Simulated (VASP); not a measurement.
Input of a VASP 6.6.1 run:

File INCAR:

```
PREC = Accurate
ENCUT = 600
EDIFF = 1E-7
ISMEAR = 0
SIGMA = 0.02
LREAL = False
LASPH = True
NELM = 80
ALGO = Normal
ISIF = 3
LWAVE = False
LCHARG = False
GGA = PE
IVDW = 12
IBRION = 2
NSW = 100
EDIFFG = -0.01
```

Contents of KPOINTS:

```
Automatic mesh
0
Gamma
  12 12 6
```

Contents of POSCAR:

```
GaN
1.0
    3.1889305100      0.0000000000      0.0000000000
   -1.5944652600      2.7616946700      0.0000000000
    0.0000000000      0.0000000000      5.1923570600
Ga N
2 2
Direct
    0.6666666900      0.3333333400      0.4990837000
    0.3333333400      0.6666666900      0.9990837000
    0.6666666900      0.3333333400      0.8759163000
    0.3333333400      0.6666666900      0.3759163000
```

Potentials or basis: VASP PAW PBE potentials, release 64 (Ga_d, N).

Launch:

```bash
$ cat potpaw_PBE.64/Ga_d/POTCAR potpaw_PBE.64/N/POTCAR > POTCAR
$ mpirun -np 1 vasp_std > vasp.out
```

Q: Predict the dispersion energy per atom.

A: -0.252 eV.

Q: Estimate the band gap on the k mesh.

A: 1.85 eV, direct.

Q: What does it give for the relaxed volume?

A: 11.52 Å³/atom.

Stress tensor (GPa, compression positive):
```
-0.04  0.00  0.00
 0.00 -0.04  0.00
 0.00  0.00  0.07
```

PBE gaps usually lie below the measured ones, often by a third to a half.
